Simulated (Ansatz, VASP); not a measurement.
**NbH2: VASP beside Ansatz**

```
CELL_PARAMETERS angstrom
0.27775 2.36508 2.36508
2.36508 0.27775 2.36508
2.36508 2.36508 0.27775
ATOMIC_POSITIONS crystal
Nb 0.00000 0.00000 0.00000
H 0.25000 0.25000 0.25000
H 0.75000 0.75000 0.75000
```

Alike in both runs: task single point; functional PBEsol; k mesh 16 × 16 × 16; occupations gaussian, width 0.15 eV; no spin polarisation.

```csv
,VASP,Ansatz
version,VASP 6.6.1,Ansatz 0.2.0
potentials or method,"VASP PAW PBE potentials, release 64 (Nb_sv, H), cutoff 520 eV","scalar-relativistic, plane waves, PAW"
valence electrons in the cell,15,15
```

Ansatz gave:

* gap on the k mesh at the Fermi level (eV): none
* pressure (GPa): 20.8
* traceless stress, the component that is largest in VASP (GPa): -16.48
* rms of the force components (eV/Å): 0.440

Task: Which values does VASP return?

Result: gap on the k mesh at the Fermi level (eV): none; pressure (GPa): 20.2; traceless stress, the component that is largest in VASP (GPa): -16.45; rms of the force components (eV/Å): 0.439.

VASP's potentials were made for PBE, not for PBEsol. Atom by atom the forces differ by 0.001 eV/Å (rms over components). A gap of «none» marks a metal or a gap that the smearing closes.
